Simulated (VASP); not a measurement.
# Au (Fm-3m) in VASP: notebook, part 2 of 3

VASP 6.6.1. The steps go on from the part before.

### Step 4. Relaxation of cell and atoms, PBE, target pressure 55 GPa, at which the enthalpy is minimised

File INCAR:

```
SYSTEM = Au
ALGO = Normal
EDIFF = 1E-7
EDIFFG = -0.005
ENCUT = 600
GGA = PE
IBRION = 2
ISIF = 3
ISMEAR = -1
LASPH = .TRUE.
LCHARG = .FALSE.
LREAL = .FALSE.
LWAVE = .FALSE.
NELM = 100
NSW = 32
PREC = Accurate
PSTRESS = 550.0
SIGMA = 0.1
```

File KPOINTS:

```
k-points
0
G
  17 17 17
  0 0 0
```

File POSCAR:

```
Au
1.0
    0.0000000000      1.9367331350      1.9367331350
    1.9367331350      0.0000000000      1.9367331350
    1.9367331350      1.9367331350      0.0000000000
Au
1
Direct
    0.0000000000      0.0000000000      0.0000000000
```

Potentials or basis: VASP PAW PBE potentials, release 64 (Au).

Launch:

```sh
$ cat potpaw_PBE.64/Au/POTCAR > POTCAR
$ mpirun -np 1 vasp_std > vasp.out
```

OUTCAR:

```text
SYSTEM = Au
   EDIFF = 1E-7
   EDIFFG = -0.005
   ENCUT = 600
   GGA = PE
   IBRION = 2
   ISIF = 3
   ISMEAR = -1
   LASPH = .TRUE.
   LREAL = .FALSE.
   NELM = 100
   NSW = 32
   PREC = Accurate
   PSTRESS = 550.0

 ion  position               nearest neighbor table
   1  0.000  0.000  0.000-

  LATTYP: Found a face centered cubic cell.
 ALAT       =     3.8734662700

  Lattice vectors:

 A1 = (   0.0000000000,   1.9367331350,   1.9367331350)
 A2 = (   1.9367331350,   0.0000000000,   1.9367331350)
 A3 = (   1.9367331350,   1.9367331350,   0.0000000000)

Analysis of symmetry for initial positions (statically):
=====================================================================
 Subroutine PRICEL returns:
 Original cell was already a primitive cell.

 Routine SETGRP: Setting up the symmetry group for a
 face centered cubic supercell.

 Subroutine GETGRP returns: Found 48 space group operations
 (whereof 48 operations were pure point group operations)
 out of a pool of 48 trial point group operations.

The static configuration has the point symmetry O_h .

Analysis of symmetry for dynamics (positions and initial velocities):
=====================================================================
 Subroutine PRICEL returns:
 Original cell was already a primitive cell.

 Routine SETGRP: Setting up the symmetry group for a
 face centered cubic supercell.

 Subroutine GETGRP returns: Found 48 space group operations
 (whereof 48 operations were pure point group operations)
 out of a pool of 48 trial point group operations.

The dynamic configuration has the point symmetry O_h .

 Subroutine INISYM returns: Found 48 space group operations
 (whereof 48 operations are pure point group operations),
 and found     1 'primitive' translations

----------------------------------------------------------------------------------------

                                     Primitive cell

  volume of cell :      14.5291

  direct lattice vectors                    reciprocal lattice vectors
     0.000000000  1.936733135  1.936733135    -0.258166699  0.258166699  0.258166699
     1.936733135  0.000000000  1.936733135     0.258166699 -0.258166699  0.258166699
     1.936733135  1.936733135  0.000000000     0.258166699  0.258166699 -0.258166699

  length of vectors
     2.738954266  2.738954266  2.738954266     0.447157839  0.447157839  0.447157839

  position of ions in fractional coordinates (direct lattice)
     0.000000000  0.000000000  0.000000000

  ion indices of the primitive-cell ions
   primitive index   ion index
                 1           1

----------------------------------------------------------------------------------------

 KPOINTS: k-points

Automatic generation of k-mesh.
 Grid dimensions read from file:
 generate k-points for:   17   17   17

 Generating k-lattice:

  Cartesian coordinates                     Fractional coordinates (reciprocal lattice)
    -0.015186276  0.015186276  0.015186276     0.058823529  0.000000000  0.000000000
     0.015186276 -0.015186276  0.015186276     0.000000000  0.058823529  0.000000000
     0.015186276  0.015186276 -0.015186276     0.000000000  0.000000000  0.058823529

[... 41 lines left out ...]
   dimension x,y,z NGX =    24 NGY =   24 NGZ =   24
   dimension x,y,z NGXF=    48 NGYF=   48 NGZF=   48
   ions per type =               1
   NGX,Y,Z   is equivalent  to a cutoff of  14.57, 14.57, 14.57 a.u.
   NGXF,Y,Z  is equivalent  to a cutoff of  29.13, 29.13, 29.13 a.u.
 SYSTEM =  Au
   PREC   = accura    normal or accurate (medium, high low for compatibility)
   ISTART =      0    job   : 0-new  1-cont  2-samecut
   ICHARG =      2    charge: 1-file 2-atom 10-const
   ISPIN  =      1    spin polarized calculation?
   LNONCOLLINEAR =      F non collinear calculations
   LSORBIT =      F    spin-orbit coupling
   LASPH  =      T    aspherical Exc in radial PAW
   ENCUT  =  600.0 eV  44.10 Ry    6.64 a.u.   5.47  5.47  5.47*2*pi/ulx,y,z
   NELM   =    100;   NELMIN=  2; NELMDL= -5     # of ELM steps
   EDIFF  = 0.1E-06   stopping-criterion for ELM
   LREAL  =      F    real-space projection
   EDIFFG = -.5E-02   stopping-criterion for IOM
   NSW    =     32    number of steps for IOM
   IBRION =      2    ionic relax: 0-MD 1-quasi-New 2-CG
   NFREE  =      1    steps in history (QN), initial steepest desc. (CG)
   ISIF   =      3    stress and relaxation
   ISYM   =      2    0-nonsym 1-usesym 2-fastsym
   POTIM  = 0.5000    time-step for ionic-motion
   TEBEG  =    0.0;   TEEND  =   0.0 temperature during run
   PSTRESS=  550.0 pullay stress
   NELECT =      11.0000    total number of electrons
   NUPDOWN=      -1.0000    fix difference up-down
   EMIN   =  10.00;   EMAX   =-10.00  energy-range for DOS
   EFERMI =   0.00;   METHOD = LEGACY
   ISMEAR =    -1;   SIGMA  =   0.10  broadening in eV -4-tet -1-fermi 0-gaus
   EFERMI_NEDOS =   21; number of points for ismear=-14 and -15
   IALGO  =     38    algorithm
   IMIX   =      4    mixing-type and parameters
     AMIX     =   0.40;   BMIX     =  1.00
     AMIX_MAG =   1.60;   BMIX_MAG =  1.00
  volume/ion in A,a.u.               =      14.53        98.05
  Fermi-wavevector in a.u.,A,eV,Ry     =   1.492082  2.819626 30.290758  2.226308
  Thomas-Fermi vector in A             =   2.604655
   LORBIT       =      0    0 simple, 1 ext, 2 COOP (PROOUT), +10 PAW based schemes
   GGA     = PE    functional components
   LHFCALC =     F    Hartree Fock is set to
   AEXX    =    0.0000 exact exchange contribution
   IVDW    =     0    specifies the selected vdW correction
   LEPSILON=     F    determine dielectric tensor
   LRPA    =     F    only Hartree local field effects (RPA)
 conjugate gradient relaxation of ions
 non-spin polarized calculation
  energy-cutoff  :      600.00
  volume of cell :       14.53
 maximum number of plane-waves:       531
 NGX is ok and might be reduce to    24
   NGX = 11   NGY = 11   NGZ = 11

--------------------------------------- Ionic step        1  -------------------------------------------

 number of electron      11.0000000 magnetization

 Free energy of the ion-electron system (eV)
  ---------------------------------------------------
  ext. energy  EPLUGINS =         0.00000000
  ---------------------------------------------------
  free energy    TOTEN  =        -2.76459104 eV

  energy without entropy =       -2.75787176  energy(sigma->0) =       -2.76123140

------------------------ aborting loop because EDIFF is reached ----------------------------------------

  FORCE on cell =-STRESS in cart. coord.  units (eV):
  Direction    XX          YY          ZZ          XY          YZ          ZX
  --------------------------------------------------------------------------------------
  -------------------------------------------------------------------------------------
  Total        4.9537217      4.9537217      4.9537217      0.0000000      0.0000000      0.0000000
  in kB      546.2643260    546.2643260    546.2643260      0.0000000      0.0000000      0.0000000
  external PRESSURE =      -3.7356740 kB  Pullay stress =     550.0000000 kB
[... 61 lines left out ...]
--------------------------------------- Ionic step        3  -------------------------------------------

 number of electron      11.0000000 magnetization

 Free energy of the ion-electron system (eV)
  ---------------------------------------------------
  ext. energy  EPLUGINS =         0.00000000
  ---------------------------------------------------
  free energy    TOTEN  =        -2.76003423 eV

  energy without entropy =       -2.75333211  energy(sigma->0) =       -2.75668317

 E-fermi :  12.5365     XC(G=0): -13.6987

 val. band max:       12.4898949975   @ k =  -0.4118   0.1176   0.0000
 cond. band min:      12.5602610996   @ k =   0.4706   0.4118   0.0000
 fundamental gap:      0.0703661021
 Fermi energy:        12.5364624838

 k-point     1 :       0.0000    0.0000    0.0000
  band No.  band energies     occupation
      1       0.7175      2.00000
      2       6.7373      2.00000
      3       6.7373      2.00000
      4       6.7373      2.00000
      5       8.7416      2.00000
      6       8.7416      2.00000
      7      26.5554      0.00000
      8      31.4936      0.00000
      9      31.4936      0.00000
[... 265 lines left out ...]
 k-point    24 :      -0.1176    0.0588    0.0000
  band No.  band energies     occupation
      1       1.5719      2.00000
      2       6.4115      2.00000
      3       7.0243      2.00000
      4       7.0576      2.00000
      5       8.4479      2.00000
      6       8.8246      2.00000
      7      27.6559      0.00000
      8      28.4796      0.00000
      9      31.7223      0.00000

 [... further k-points ...]

------------------------ aborting loop because EDIFF is reached ----------------------------------------

  FORCE on cell =-STRESS in cart. coord.  units (eV):
  Direction    XX          YY          ZZ          XY          YZ          ZX
  --------------------------------------------------------------------------------------
  -------------------------------------------------------------------------------------
  Total        4.9847324      4.9847324      4.9847324      0.0000000      0.0000000     -0.0000000
  in kB      550.1884679    550.1884679    550.1884679      0.0000000      0.0000000     -0.0000000
  external PRESSURE =       0.1884679 kB  Pullay stress =     550.0000000 kB
[... 20 lines left out ...]
  energy  without entropy=       -2.7533321127  energy(sigma->0) =       -2.75668317

  enthalpy is  TOTEN    =         2.2229906759 eV   P V=        4.9830249066

 reached required accuracy - stopping structural energy minimisation
```

OSZICAR:

```text
N       E                     dE             d eps       ncg     rms          rms(c)
DAV:   1     0.507514282365E+02    0.50751E+02   -0.65401E+03  3090   0.125E+03
DAV:   2    -0.256554242881E+01   -0.53317E+02   -0.50554E+02  3090   0.225E+02
DAV:   3    -0.302440189076E+01   -0.45886E+00   -0.45733E+00  3542   0.217E+01
DAV:   4    -0.302573206751E+01   -0.13302E-02   -0.13301E-02  3340   0.111E+00
[... 16 lines left out ...]
DAV:   1    -0.276170999780E+01   -0.21816E-01   -0.37232E-02  3024   0.225E+00    0.271E-01
DAV:   2    -0.276015824751E+01    0.15518E-02   -0.42761E-03  2980   0.672E-01    0.142E-01
DAV:   3    -0.276003779889E+01    0.12045E-03   -0.51198E-04  3093   0.221E-01    0.837E-02
DAV:   4    -0.276003423540E+01    0.35635E-05   -0.14270E-05  3137   0.362E-02    0.151E-03
DAV:   5    -0.276003423076E+01    0.46414E-08   -0.24806E-07  3294   0.489E-03
   3 F= 0.22229907E+01 E0= 0.22263417E+01  d E =-.163907E-04
```

CONTCAR:

```text
Au
   1.00000000000000
     0.0000000000000000    1.9361410147551488    1.9361410147551488
     1.9361410147551488    0.0000000000000000    1.9361410147551488
     1.9361410147551488    1.9361410147551488   -0.0000000000000000
  Au
     1
Direct
     0.0000000000000000    0.0000000000000000    0.0000000000000000

  0.00000000E+00  0.00000000E+00  0.00000000E+00
```

Wall time 27 s (1 thread of AMD EPYC 9R45 (Zen 5), shared host); peak memory 0.13 GiB.

Results:

| Property | Result |
| --- | --- |
| Free energy | -2.7600 eV |
| Relaxed volume | 14.52 Å³/atom |
| Relaxed cell | a = 2.738 Å, b = 2.738 Å, c = 2.738 Å, α = 60.00°, β = 60.00°, γ = 60.00° |
| Space group after relaxing (to 0.1 Å) | Fm-3m (No. 225) |
| Energy change on relaxing (the run minimises the enthalpy) | +4.6 meV/atom |
| Ionic steps | 3 |
| Pressure after relaxing | 55.0 GPa |
| Band gap on the k mesh | zero (an odd number of electrons rules out a gap without spin polarisation) |

The path:
| step | energy change (eV) | largest force (eV/Å) | pressure (GPa) | volume (Å³) |
| --- | --- | --- | --- | --- |
| 1 | 0.0000 | 0.0000 | 54.63 | 14.53 |
| 2 | 0.0247 | 0.0000 | 56.68 | 14.46 |
| 3 | 0.0046 | 0.0000 | 55.02 | 14.52 |

Final structure:
```
Au
1.0
     0.00000    1.93614    1.93614
     1.93614    0.00000    1.93614
     1.93614    1.93614    0.00000
Au
1
Cartesian
  0.0000 0.0000 0.0000
```

Levels at points of the mesh, in eV from the Fermi level:
```csv
k point,band 4,band 5,band 6,band 7,band 8,band 9
"(0.00, 0.00, 0.00)",-5.80,-3.79,-3.79,14.02,18.96,18.96
```

Caveat: the cell is relaxed towards a set pressure, so the run minimises the enthalpy, not the energy; spin-orbit coupling is left out, which moves the levels of the heavy elements.

(Part 2 of 3 ends here.)
